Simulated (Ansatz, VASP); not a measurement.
# Sb in VASP and in Ansatz

The input INCAR:

```
SYSTEM = Sb
PREC = Accurate ; ENCUT = 400
EDIFF = 1E-6 ; ISMEAR = 0
SIGMA = 0.05 ; LREAL = .False.
LASPH = .True. ; NELM = 120
ALGO = Normal ; ISIF = 2
LWAVE = .False. ; LCHARG = .True.
LDIPOL = .True. ; IDIPOL = 3
DIPOL = 0.5 0.5 0.388 ; GGA = PE
IVDW = 12 ; LELF = .True.
LVHAR = .True. ; LVACPOTAV = .True.
NBANDS = 38 ; GGA_COMPAT = .False.
NELMDL = -8
```

KPOINTS

```
Automatic mesh
0
Gamma
  9 9 1
  0 0 0
```

Contents of POSCAR:

```
Sb
1.0
    4.0686848921      0.0000000000      0.0000000000
   -2.0343424461      3.5235844766      0.0000000000
    0.0000000000      0.0000000000     20.8000277116
Sb
4
Direct
    0.3333333333      0.6666666667      0.2956733491
    0.6666666667      0.3333333333      0.2163458656
    0.6666666667      0.7777777778      0.5600967399
    0.3333333333      1.1111111111      0.4807692564
```

Input for Ansatz:

```yaml
crystal:
  lattice:
    - [4.0686853555, 0.0, 0.0]
    - [-2.0343426777, 3.5235848779, 0.0]
    - [0.0, 0.0, 20.8000291998]
  atoms:
    - { symbol: Sb, position: [0.3333333333, 0.6666666667, 0.2956733638] }
    - { symbol: Sb, position: [0.6666666667, 0.3333333333, 0.2163458501] }
    - { symbol: Sb, position: [0.6666666667, 0.7777777778, 0.5600967714] }
    - { symbol: Sb, position: [0.3333333333, 1.1111111111, 0.4807692578] }
basis:
  ecutwfc: 420
kpoints:
  mp_grid: { grid: [9, 9, 1] }
hamiltonian:
  xc: pbe
  dispersion: d3bj
scf:
  occupations: { method: gaussian, width: 0.05 }
output:
  forces: true
  eigenvalues: true
efield:
  axis: 3
  dipole_correction: true
  ramp_width: 0.04
```

Alike in both runs: task single point; functional PBE; dispersion D3(BJ); k mesh 9 × 9 × 1; occupations gaussian, width 0.05 eV; no spin polarisation.

|  | VASP | Ansatz |
| --- | --- | --- |
| version | VASP 6.6.1 | Ansatz 0.2.0 |
| potentials or method | VASP PAW PBE potentials, release 64 (Sb_d_GW), cutoff 400 eV | scalar-relativistic, plane waves, PAW |
| valence electrons in the cell | 60 | 60 |

Ansatz gave:

* gap on the k mesh at the Fermi level (eV): 0.87
* least direct gap on the mesh (eV): 1.48
* rms of the force components (eV/Å): 0.045

Q: Estimate VASP's values.

A: gap on the k mesh at the Fermi level (eV): 0.87; least direct gap on the mesh (eV): 1.48; rms of the force components (eV/Å): 0.044.

Atom by atom the forces differ by 0.001 eV/Å (rms over components).

Spin-orbit coupling is off throughout.
